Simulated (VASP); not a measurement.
# PbSe (Pm-3m) in VASP: further runs

The runs below take PbSe through single point, with PBE0, HSE06.

All numbers are computed with VASP 6.6.1; they aren't measurements. Logs are shortened: lines on timing, memory, paths and dates and some standing lists are left out, and cuts for length are marked.

**1. The cell of the first run**

It takes space group Pm-3m (No. 221, cubic). Conventional cell: a = 3.784 Å, b = 3.784 Å, c = 3.784 Å, α = 90.00°, β = 90.00°, γ = 90.00°. Pb (site symmetry m-3m) has 8 Se at 3.28 Å and 6 Pb at 3.78 Å within 4.3 Å. Within 4.3 Å of Se (site symmetry m-3m) lie 8 Pb at 3.28 Å and 6 Se at 3.78 Å.

**2. Single point, PBE0**

File POSCAR:

```
PbSe
1.0
    3.7843220000      0.0000000000      0.0000000000
    0.0000000000      3.7843220000      0.0000000000
    0.0000000000      0.0000000000      3.7843220000
Pb Se
1 1
Direct
    0.0000000000      0.0000000000      0.0000000000
    0.5000000000      0.5000000000      0.5000000000
```

File INCAR.step1:

```
PREC = Accurate
ENCUT = 400
EDIFF = 1E-5
ISMEAR = 0
SIGMA = 0.01
LREAL = False
LASPH = True
NELM = 120
ALGO = Normal
ISIF = 2
LWAVE = True
LCHARG = False
NBANDS = 17
GGA = PE
GGA_COMPAT = False
```

File INCAR.step2:

```
PREC = Accurate
ENCUT = 400
EDIFF = 1E-6
ISMEAR = 0
SIGMA = 0.01
LREAL = False
LASPH = True
NELM = 120
ALGO = Normal
ISIF = 2
LWAVE = False
LCHARG = False
GGA = PE
LHFCALC = True
AEXX = 0.25
PRECFOCK = Normal
NBANDS = 17
ISTART = 1
GGA_COMPAT = False
```

File KPOINTS:

```
regular mesh
0
Gamma
  3 3 3
```

Potentials or basis: VASP PAW PBE potentials, release 64 (Pb_d, Se).

Launch:

```
> cat potpaw_PBE.64/Pb_d/POTCAR potpaw_PBE.64/Se/POTCAR > POTCAR
> cp INCAR.step1 INCAR
> mpirun -np 1 vasp_std > vasp.out
> cp INCAR.step2 INCAR
> mpirun -np 1 vasp_std > vasp.out
```

OUTCAR:

```text
PREC = Accurate
   ENCUT = 400
   EDIFF = 1E-6
   ISMEAR = 0
   LREAL = False
   LASPH = True
   NELM = 120
   ISIF = 2
   GGA = PE
   LHFCALC = True
   AEXX = 0.25
   PRECFOCK = Normal
   ISTART = 1

 ion  position               nearest neighbor table
   1  0.000  0.000  0.000-   2 3.28   2 3.28   2 3.28   2 3.28   2 3.28   2 3.28   2 3.28   2 3.28

   2  0.500  0.500  0.500-   1 3.28   1 3.28   1 3.28   1 3.28   1 3.28   1 3.28   1 3.28   1 3.28

  LATTYP: Found a simple cubic cell.
 ALAT       =     3.7843220000

  Lattice vectors:

 A1 = (   3.7843220000,   0.0000000000,   0.0000000000)
 A2 = (   0.0000000000,   3.7843220000,   0.0000000000)
 A3 = (   0.0000000000,   0.0000000000,   3.7843220000)

Analysis of symmetry for initial positions (statically):
=====================================================================
 Subroutine PRICEL returns:
 Original cell was already a primitive cell.

 Routine SETGRP: Setting up the symmetry group for a
 simple cubic supercell.

 Subroutine GETGRP returns: Found 48 space group operations
 (whereof 48 operations were pure point group operations)
 out of a pool of 48 trial point group operations.

The static configuration has the point symmetry O_h .

Analysis of symmetry for dynamics (positions and initial velocities):
=====================================================================
 Subroutine PRICEL returns:
 Original cell was already a primitive cell.

 Routine SETGRP: Setting up the symmetry group for a
 simple cubic supercell.

 Subroutine GETGRP returns: Found 48 space group operations
 (whereof 48 operations were pure point group operations)
 out of a pool of 48 trial point group operations.

The dynamic configuration has the point symmetry O_h .

 Subroutine INISYM returns: Found 48 space group operations
 (whereof 48 operations are pure point group operations),
 and found     1 'primitive' translations

----------------------------------------------------------------------------------------

                                     Primitive cell

  volume of cell :      54.1956

  direct lattice vectors                    reciprocal lattice vectors
     3.784322000  0.000000000  0.000000000     0.264248127  0.000000000  0.000000000
     0.000000000  3.784322000  0.000000000     0.000000000  0.264248127  0.000000000
     0.000000000  0.000000000  3.784322000     0.000000000  0.000000000  0.264248127

  length of vectors
     3.784322000  3.784322000  3.784322000     0.264248127  0.264248127  0.264248127

  position of ions in fractional coordinates (direct lattice)
     0.000000000  0.000000000  0.000000000
     0.500000000  0.500000000  0.500000000

  ion indices of the primitive-cell ions
   primitive index   ion index
                 1           1
                 2           2

----------------------------------------------------------------------------------------

 KPOINTS: regular mesh

Automatic generation of k-mesh.
 Grid dimensions read from file:
 generate k-points for:    3    3    3

 Generating k-lattice:

  Cartesian coordinates                     Fractional coordinates (reciprocal lattice)
     0.088082709  0.000000000  0.000000000     0.333333333  0.000000000  0.000000000
     0.000000000  0.088082709  0.000000000     0.000000000  0.333333333  0.000000000
     0.000000000  0.000000000  0.088082709     0.000000000  0.000000000  0.333333333

  Length of vectors
     0.088082709  0.088082709  0.088082709

  Shift w.r.t. Gamma in fractional coordinates (k-lattice)
     0.000000000  0.000000000  0.000000000

 Subroutine IBZKPT returns following result:
 ===========================================

 Found      4 irreducible k-points:

 Following reciprocal coordinates:
            Coordinates               Weight
  0.000000  0.000000  0.000000      1.000000
  0.333333  0.000000  0.000000      6.000000
  0.333333  0.333333  0.000000     12.000000
  0.333333  0.333333  0.333333      8.000000
   k-points           NKPTS =      4   k-points in BZ     NKDIM =     27   number of bands    NBANDS=     17
   number of dos      NEDOS =    301   number of ions     NIONS =      2
   total plane-waves  NPLWV =  21952
   dimension x,y,z NGX =    28 NGY =   28 NGZ =   28
   dimension x,y,z NGXF=    56 NGYF=   56 NGZF=   56
   ions per type =               1   1
   NGX,Y,Z   is equivalent  to a cutoff of  12.30, 12.30, 12.30 a.u.
   NGXF,Y,Z  is equivalent  to a cutoff of  24.60, 24.60, 24.60 a.u.
 SYSTEM =  unknown system
   PREC   = accura    normal or accurate (medium, high low for compatibility)
   ISTART =      1    job   : 0-new  1-cont  2-samecut
   ICHARG =      0    charge: 1-file 2-atom 10-const
   ISPIN  =      1    spin polarized calculation?
   LNONCOLLINEAR =      F non collinear calculations
   LSORBIT =      F    spin-orbit coupling
   LASPH  =      T    aspherical Exc in radial PAW
   ENCUT  =  400.0 eV  29.40 Ry    5.42 a.u.   6.17  6.17  6.17*2*pi/ulx,y,z
   NELM   =    120;   NELMIN=  2; NELMDL=  0     # of ELM steps
   EDIFF  = 0.1E-05   stopping-criterion for ELM
   LREAL  =      F    real-space projection
   EDIFFG = 0.1E-04   stopping-criterion for IOM
   NSW    =      0    number of steps for IOM
   IBRION =     -1    ionic relax: 0-MD 1-quasi-New 2-CG
   NFREE  =      0    steps in history (QN), initial steepest desc. (CG)
   ISIF   =      2    stress and relaxation
   ISYM   =      3    0-nonsym 1-usesym 2-fastsym
   POTIM  = 0.5000    time-step for ionic-motion
   TEBEG  =    0.0;   TEEND  =   0.0 temperature during run
   PSTRESS=    0.0 pullay stress
   NELECT =      20.0000    total number of electrons
   NUPDOWN=      -1.0000    fix difference up-down
   EMIN   =  10.00;   EMAX   =-10.00  energy-range for DOS
   EFERMI =   0.00;   METHOD = LEGACY
   ISMEAR =     0;   SIGMA  =   0.01  broadening in eV -4-tet -1-fermi 0-gaus
   EFERMI_NEDOS =   21; number of points for ismear=-14 and -15
   IALGO  =     38    algorithm
   IMIX   =      1    mixing-type and parameters
     AMIX     =   0.40;   BMIX     =  1.00
     AMIX_MAG =   1.60;   BMIX_MAG =  1.00
  volume/ion in A,a.u.               =      27.10       182.87
  Fermi-wavevector in a.u.,A,eV,Ry     =   1.174258  2.219025 18.760817  1.378881
  Thomas-Fermi vector in A             =   2.310658
   LORBIT       =      0    0 simple, 1 ext, 2 COOP (PROOUT), +10 PAW based schemes
   GGA     = PE    functional components
   LHFCALC =     T    Hartree Fock is set to
   PRECFOCK=normal    Normal, Fast or Accurate (Low or Medium for compatibility)
   ENCUT4O =  -1.0   cutoff for four orbital integrals eV
   NKREDX  =     1    reduce k-point grid by
   NKREDY  =     1    reduce k-point grid by
   NKREDZ  =     1    reduce k-point grid by
   AEXX    =    0.2500 exact exchange contribution
   HFSCREEN=    0.0000 screening length (either q_TF or 0.3 A-1)
   HFSCREENC=   0.0000 screening length for correlation (either q_TF or 0.3 A-1)
   ENCUTFOCK=  -1.0 apply spherical cutoff to Coloumb kernel
   IVDW    =     0    specifies the selected vdW correction
   LEPSILON=     F    determine dielectric tensor
   LRPA    =     F    only Hartree local field effects (RPA)
 non-spin polarized calculation
 Gauss-broadening in eV      SIGMA  =   0.01
  energy-cutoff  :      400.00
  volume of cell :       54.20
 maximum number of plane-waves:      1021
 NGX is ok and might be reduce to    28
  NGX = 20; NGY = 20; NGZ = 20

 number of electron      20.0000009 magnetization

 Free energy of the ion-electron system (eV)
  ---------------------------------------------------
  ext. energy  EPLUGINS =         0.00000000
  ---------------------------------------------------
  free energy    TOTEN  =       -10.33792657 eV

  energy without entropy =      -10.33792657  energy(sigma->0) =      -10.33792657

 E-fermi :   4.3245     XC(G=0):  -7.8615

 val. band max:        4.2461285943   @ k =   0.3333   0.3333   0.0000
 cond. band min:       7.0654978540   @ k =   0.3333   0.3333   0.3333
 fundamental gap:      2.8193692597
 Fermi energy:         4.3244615260

 k-point     1 :       0.0000    0.0000    0.0000
  band No.  band energies     occupation
      1     -14.1659      2.00000
      2     -14.1659      2.00000
      3     -14.0186      2.00000
      4     -14.0185      2.00000
      5     -14.0185      2.00000
      6      -9.9720      2.00000
[... 9 lines left out ...]
     16      17.7254      0.00000
     17      19.2474      0.00000

 k-point     2 :       0.3333    0.0000    0.0000
  band No.  band energies     occupation
      1     -14.1604      2.00000
      2     -14.0796      2.00000
      3     -14.0521      2.00000
      4     -14.0521      2.00000
      5     -14.0153      2.00000
      6      -9.1901      2.00000
[... 9 lines left out ...]
     16      16.2471      0.00000
     17      19.1050      0.00000

 k-point     3 :       0.3333    0.3333    0.0000
  band No.  band energies     occupation
      1     -14.1177      2.00000
      2     -14.1131      2.00000
      3     -14.0466      2.00000
      4     -14.0442      2.00000
      5     -14.0259      2.00000
      6      -8.5498      2.00000
[... 9 lines left out ...]
     16      15.8270      0.00000
     17      17.8474      0.00000

 k-point     4 :       0.3333    0.3333    0.3333
  band No.  band energies     occupation
      1     -14.1028      2.00000
      2     -14.0876      2.00000
      3     -14.0876      2.00000
      4     -14.0223      2.00000
      5     -14.0223      2.00000
      6      -8.1437      2.00000
[... 9 lines left out ...]
     16      17.4239      0.00000
     17      21.1322      0.00000

------------------------ aborting loop because EDIFF is reached ----------------------------------------

  FORCE on cell =-STRESS in cart. coord.  units (eV):
  Direction    XX          YY          ZZ          XY          YZ          ZX
  --------------------------------------------------------------------------------------
  -------------------------------------------------------------------------------------
  Total       -0.6868371     -0.6868371     -0.6868371     -0.0000000     -0.0000000      0.0000000
  in kB      -20.3048638    -20.3048638    -20.3048638     -0.0000000     -0.0000000      0.0000000
  external PRESSURE =     -20.3048638 kB  Pullay stress =       0.0000000 kB

 VOLUME and BASIS-vectors are now :
 -----------------------------------------------------------------------------
  energy-cutoff  :      400.00
  volume of cell :       54.20
      direct lattice vectors                 reciprocal lattice vectors
     3.784322000  0.000000000  0.000000000     0.264248127  0.000000000  0.000000000
     0.000000000  3.784322000  0.000000000     0.000000000  0.264248127  0.000000000
     0.000000000  0.000000000  3.784322000     0.000000000  0.000000000  0.264248127

 POSITION                                       TOTAL-FORCE (eV/Angst)
 -----------------------------------------------------------------------------------
      0.00000      0.00000      0.00000         0.000000      0.000000      0.000000
      1.89216      1.89216      1.89216         0.000000      0.000000      0.000000
 -----------------------------------------------------------------------------------
    total drift:                               -0.000001      0.000002      0.000001

  FREE ENERGIE OF THE ION-ELECTRON SYSTEM (eV)
  ---------------------------------------------------
  free  energy   TOTEN  =       -10.3379265694 eV

  energy  without entropy=      -10.3379265694  energy(sigma->0) =      -10.33792657
```

Wall time 88 s (1 thread of Intel Xeon 6975P-C, shared host); peak memory 0.16 GiB.

What came out:

- Free energy: -10.3379 eV
- Pressure: -2.0 GPa
- Band gap on the k mesh: 2.82 eV, indirect (least direct gap 3.93 eV)

Levels at points of the mesh, in eV from the valence-band top:
```
           k point  band 6  band 7  band 8  band 9  band 10  band 11  band 12  band 13  band 14  band 15
(0.00, 0.00, 0.00)  -14.22   -7.14   -1.40   -1.40    -1.40     6.88     6.88     8.15     8.15     8.15
```

Caveat: the k points lie up to 0.55 Å⁻¹ apart; the PAW data sets were made with another functional, which shifts forces and pressure a little; spin-orbit coupling is left out, which moves the levels of the heavy elements. A k mesh can miss the band edges.

**3. Single point, HSE06**

POSCAR is that of step 2.

File INCAR.step1:

```
SYSTEM = PbSe
PREC = Accurate ; ENCUT = 400
EDIFF = 1E-5 ; ISMEAR = 0
SIGMA = 0.01 ; LREAL = .FALSE.
LASPH = .TRUE. ; NELM = 120
ALGO = Normal ; ISIF = 2
LWAVE = .TRUE. ; GGA = PE
NBANDS = 17 ; GGA_COMPAT = .FALSE.
```

File INCAR.step2:

```
SYSTEM = PbSe
PREC = Accurate ; ENCUT = 400
EDIFF = 1E-6 ; ISMEAR = 0
SIGMA = 0.01 ; LREAL = .FALSE.
LASPH = .TRUE. ; NELM = 120
ALGO = Normal ; ISIF = 2
LWAVE = .FALSE. ; LCHARG = .TRUE.
GGA = PE ; LHFCALC = .TRUE.
HFSCREEN = 0.2079 ; PRECFOCK = Normal
LELF = .TRUE. ; LVHAR = .TRUE.
ISTART = 1 ; NBANDS = 17
GGA_COMPAT = .FALSE.
```

File KPOINTS:

```
regular mesh
0
G
  3 3 3
  0 0 0
```

Potentials or basis: VASP PAW PBE potentials, release 64 (Pb_d, Se).

Launch:

```
> cat potpaw_PBE.64/Pb_d/POTCAR potpaw_PBE.64/Se/POTCAR > POTCAR
> cp INCAR.step1 INCAR
> mpirun -np 1 vasp_std > vasp.out
> cp INCAR.step2 INCAR
> mpirun -np 1 vasp_std > vasp.out
```

Run time: 1.7 min. Hardware: 1 thread of Intel Xeon 6975P-C, shared host; peak memory 0.26 GiB.

Results (log left out):

```yaml
Free_energy: -9.2149 eV
Pressure: -1.8 GPa
Band_gap_on_the_k_mesh: 2.07 eV, indirect (least direct gap 3.18 eV)
```

Levels at points of the mesh, in eV from the valence-band top:
| k point | band 8 | band 9 | band 10 | band 11 | band 12 | band 13 |
| --- | --- | --- | --- | --- | --- | --- |
| (0.00, 0.00, 0.00) | -1.39 | -1.39 | -1.39 | 6.13 | 6.13 | 7.35 |

Caveat: the k points lie up to 0.55 Å⁻¹ apart; the PAW data sets were made with another functional, which shifts forces and pressure a little; spin-orbit coupling is left out, which moves the levels of the heavy elements.
